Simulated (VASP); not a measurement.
# TaN in VASP: notebook, part 2 of 2

VASP 6.6.1. Earlier steps stand in the parts before.

## Step 3: Electric field gradients, PBEsol

INCAR

```
  ALGO = Normal
  EDIFF = 1E-8
  ENCUT = 520
  GGA = PS
  GGA_COMPAT = F
  ISIF = 2
  ISMEAR = -1
  LASPH = T
  LCHARG = F
  LEFG = T
  LREAL = F
  LWAVE = F
  NBANDS = 16
  NELM = 120
  PREC = Accurate
  SIGMA = 0.02
```

KPOINTS

```
k-points
0
Gamma
  9 9 9
```

POSCAR

```
TaN
1.0
    0.0000000000      2.1790000000      2.1790000000
    2.1790000000      0.0000000000      2.1790000000
    2.1790000000      2.1790000000      0.0000000000
Ta N
1 1
Direct
    0.5000000000      0.5000000000      0.5000000000
    0.0000000000      0.0000000000      0.0000000000
```

Potentials or basis: VASP PAW PBE potentials, release 64 (Ta_sv_GW, N).

Run with:

```console
cat potpaw_PBE.64/Ta_sv_GW/POTCAR potpaw_PBE.64/N/POTCAR > POTCAR
mpirun -np 1 vasp_std > vasp.out
```

OUTCAR:

```text
EDIFF = 1E-8
   ENCUT = 520
   GGA = PS
   ISIF = 2
   ISMEAR = -1
   LASPH = T
   LREAL = F
   NELM = 120
   PREC = Accurate

 ion  position               nearest neighbor table
   1  0.500  0.500  0.500-   2 2.18   2 2.18   2 2.18   2 2.18   2 2.18   2 2.18
   2  0.000  0.000  0.000-   1 2.18   1 2.18   1 2.18   1 2.18   1 2.18   1 2.18

  LATTYP: Found a face centered cubic cell.
 ALAT       =     4.3580000000

  Lattice vectors:

 A1 = (   0.0000000000,   2.1790000000,   2.1790000000)
 A2 = (   2.1790000000,   0.0000000000,   2.1790000000)
 A3 = (   2.1790000000,   2.1790000000,   0.0000000000)

Analysis of symmetry for initial positions (statically):
=====================================================================
 Subroutine PRICEL returns:
 Original cell was already a primitive cell.

 Routine SETGRP: Setting up the symmetry group for a
 face centered cubic supercell.

 Subroutine GETGRP returns: Found 48 space group operations
 (whereof 48 operations were pure point group operations)
 out of a pool of 48 trial point group operations.

The static configuration has the point symmetry O_h .

Analysis of symmetry for dynamics (positions and initial velocities):
=====================================================================
 Subroutine PRICEL returns:
 Original cell was already a primitive cell.

 Routine SETGRP: Setting up the symmetry group for a
 face centered cubic supercell.

 Subroutine GETGRP returns: Found 48 space group operations
 (whereof 48 operations were pure point group operations)
 out of a pool of 48 trial point group operations.

The dynamic configuration has the point symmetry O_h .

 Subroutine INISYM returns: Found 48 space group operations
 (whereof 48 operations are pure point group operations),
 and found     1 'primitive' translations

----------------------------------------------------------------------------------------

                                     Primitive cell

  volume of cell :      20.6920

  direct lattice vectors                    reciprocal lattice vectors
     0.000000000  2.179000000  2.179000000    -0.229463056  0.229463056  0.229463056
     2.179000000  0.000000000  2.179000000     0.229463056 -0.229463056  0.229463056
     2.179000000  2.179000000  0.000000000     0.229463056  0.229463056 -0.229463056

  length of vectors
     3.081571352  3.081571352  3.081571352     0.397441672  0.397441672  0.397441672

  position of ions in fractional coordinates (direct lattice)
     0.500000000  0.500000000  0.500000000
     0.000000000  0.000000000  0.000000000

  ion indices of the primitive-cell ions
   primitive index   ion index
                 1           1
                 2           2

----------------------------------------------------------------------------------------

 KPOINTS: k-points

Automatic generation of k-mesh.
 Grid dimensions read from file:
 generate k-points for:    9    9    9

 Generating k-lattice:
[... 63 lines left out ...]
   LREAL  =      F    real-space projection
   EDIFFG = 0.1E-06   stopping-criterion for IOM
   NSW    =      0    number of steps for IOM
   IBRION =     -1    ionic relax: 0-MD 1-quasi-New 2-CG
   NFREE  =      0    steps in history (QN), initial steepest desc. (CG)
   ISIF   =      2    stress and relaxation
   ISYM   =      2    0-nonsym 1-usesym 2-fastsym
   POTIM  = 0.5000    time-step for ionic-motion
   TEBEG  =    0.0;   TEEND  =   0.0 temperature during run
   PSTRESS=    0.0 pullay stress
   NELECT =      18.0000    total number of electrons
   NUPDOWN=      -1.0000    fix difference up-down
   EMIN   =  10.00;   EMAX   =-10.00  energy-range for DOS
   EFERMI =   0.00;   METHOD = LEGACY
   ISMEAR =    -1;   SIGMA  =   0.02  broadening in eV -4-tet -1-fermi 0-gaus
   EFERMI_NEDOS =   21; number of points for ismear=-14 and -15
   IALGO  =     38    algorithm
   IMIX   =      4    mixing-type and parameters
     AMIX     =   0.40;   BMIX     =  1.00
     AMIX_MAG =   1.60;   BMIX_MAG =  1.00
  volume/ion in A,a.u.               =      10.35        69.82
  Fermi-wavevector in a.u.,A,eV,Ry     =   1.562782  2.953230 33.229345  2.442288
  Thomas-Fermi vector in A             =   2.665650
   LORBIT       =      0    0 simple, 1 ext, 2 COOP (PROOUT), +10 PAW based schemes
   GGA     = PS    functional components
   LHFCALC =     F    Hartree Fock is set to
   AEXX    =    0.0000 exact exchange contribution
   IVDW    =     0    specifies the selected vdW correction
   LEPSILON=     F    determine dielectric tensor
   LRPA    =     F    only Hartree local field effects (RPA)
 non-spin polarized calculation
  energy-cutoff  :      520.00
  volume of cell :       20.69
 maximum number of plane-waves:       568
   NGX = 11   NGY = 11   NGZ = 11

 number of electron      18.0000002 magnetization

 Free energy of the ion-electron system (eV)
  ---------------------------------------------------
  ext. energy  EPLUGINS =         0.00000000
  ---------------------------------------------------
  free energy    TOTEN  =       -25.75397157 eV

  energy without entropy =      -25.75290317  energy(sigma->0) =      -25.75343737

 E-fermi :  13.9608     XC(G=0): -14.1194

 val. band max:       13.8492977270   @ k =  -0.4444   0.2222   0.1111
 cond. band min:      13.9908636869   @ k =  -0.2222   0.2222   0.0000
 fundamental gap:      0.1415659598
 Fermi energy:        13.9608117937

 k-point     1 :       0.0000    0.0000    0.0000
  band No.  band energies     occupation
      1     -55.3890      2.00000
      2     -21.5703      2.00000
      3     -21.5703      2.00000
      4     -21.5703      2.00000
      5      -4.9452      2.00000
      6      10.1954      2.00000
[... 433 lines left out ...]
      3     -21.8768      2.00000
      4     -21.8768      2.00000
      5      -3.6329      2.00000
      6       7.1297      2.00000
[... 8 lines left out ...]
     15      23.3942      0.00000
     16      30.2819      0.00000

 [... further k-points ...]
[... 5 lines left out ...]
  --------------------------------------------------------------------------------------
  -------------------------------------------------------------------------------------
  Total        0.5379560      0.5379560      0.5379560      0.0000000      0.0000000      0.0000000
  in kB       41.6539018     41.6539018     41.6539018      0.0000000      0.0000000      0.0000000
  external PRESSURE =      41.6539018 kB  Pullay stress =       0.0000000 kB

 VOLUME and BASIS-vectors are now :
 -----------------------------------------------------------------------------
  energy-cutoff  :      520.00
  volume of cell :       20.69
      direct lattice vectors                 reciprocal lattice vectors
     0.000000000  2.179000000  2.179000000    -0.229463056  0.229463056  0.229463056
     2.179000000  0.000000000  2.179000000     0.229463056 -0.229463056  0.229463056
     2.179000000  2.179000000  0.000000000     0.229463056  0.229463056 -0.229463056

 POSITION                                       TOTAL-FORCE (eV/Angst)
 -----------------------------------------------------------------------------------
      2.17900      2.17900      2.17900        -0.000000     -0.000000     -0.000000
      0.00000      0.00000      0.00000         0.000000      0.000000      0.000000
 -----------------------------------------------------------------------------------
    total drift:                                0.000000     -0.000000      0.000000

  FREE ENERGIE OF THE ION-ELECTRON SYSTEM (eV)
  ---------------------------------------------------
  free  energy   TOTEN  =       -25.7539715728 eV

  energy  without entropy=      -25.7529031724  energy(sigma->0) =      -25.75343737

 Electric field gradients (V/A^2)
---------------------------------------------------------------------
 ion       V_xx      V_yy      V_zz      V_xy      V_xz      V_yz
---------------------------------------------------------------------
   1      -0.000    -0.000     0.000     0.000     0.000     0.000
   2      -0.000     0.000    -0.000    -0.000    -0.000    -0.000
---------------------------------------------------------------------

 Electric field gradients after diagonalization (V/A^2)
 (convention: |V_zz| > |V_xx| > |V_yy|)
----------------------------------------------------------------------
 ion       V_xx      V_yy      V_zz     asymmetry (V_yy - V_xx)/ V_zz
----------------------------------------------------------------------
   1      -0.000    -0.000     0.000       0.000
   2       0.000     0.000    -0.000       0.000
----------------------------------------------------------------------

           NMR quadrupolar parameters

 Cq : quadrupolar parameter    Cq=e*Q*V_zz/h
 eta: asymmetry parameters     (V_yy - V_xx)/ V_zz
 Q  : nuclear electric quadrupole moment in mb (millibarn)
----------------------------------------------------------------------
 ion       Cq(MHz)       eta       Q (mb)
----------------------------------------------------------------------
   1       0.000       0.000       1.000
   2      -0.000       0.000       1.000
----------------------------------------------------------------------
```

Run time: 20 s. Hardware: 1 thread of Intel Xeon Platinum 8259CL at 2.50GHz (Skylake/Cascade Lake), shared host; peak memory 0.15 GiB.

Results:

* Free energy: -25.7540 eV
* Pressure: 4.2 GPa
* Band gap on the k mesh: zero (band 9 reaches 15.68 eV, above the bottom of band 10 at 11.87 eV)

Caveat: without QUAD_EFG the Cq values of the log hold for a quadrupole moment of 1 mb, not for the nuclei; the PAW data sets were made with another functional, which shifts forces and pressure a little; spin-orbit coupling is left out, which moves the levels of the heavy elements.
